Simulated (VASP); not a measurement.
**Al: single point with r2SCAN**

The system is Al.

```xyz
2
Lattice="2.8397 0.0000 0.0000 -1.4199 2.4593 0.0000 0.0000 0.0000 4.5841" Properties=species:S:1:pos:R:3 pbc="T T T"
Al    0.0000    1.6395    1.1460
Al    1.4199    0.8198    3.4381
```

```
Program             : VASP 6.6.1
Task                : single point
Functional          : r2SCAN
Potentials or basis : VASP PAW PBE potentials, release 64 (Al)
Cutoff              : 520 eV
k mesh              : 7 × 7 × 4
Occupations         : fermi-dirac, width 0.1 eV
Spin                : no spin polarisation
```

```yaml
Pressure: 0.3 GPa
Band_gap_on_the_k_mesh: zero (band 3 reaches 13.03 eV, above the bottom of band 4 at 5.30 eV)
```

Stress tensor (GPa, compression positive):
```
-0.85  0.00  0.00
 0.00 -0.85  0.00
 0.00  0.00  2.68
```

Levels at points of the mesh, in eV from the Fermi level:
```csv
k point,band 1,band 2,band 3,band 4,band 5,band 6
"(0.00, 0.00, 0.00)",-12.12,-5.12,-4.49,11.33,11.33,11.61
"(0.00, 0.00, 0.50)",-10.26,-10.26,3.91,3.91,12.52,12.52
```

Wall time 12 s on 1 thread of Intel(R) Xeon(R) 6975P-C (Granite Rapids), with other jobs on the host, peak memory 0.15 GiB.

Caveat: the k points lie up to 0.36 Å⁻¹ apart; the PAW data sets were made with another functional, which shifts forces and pressure a little.
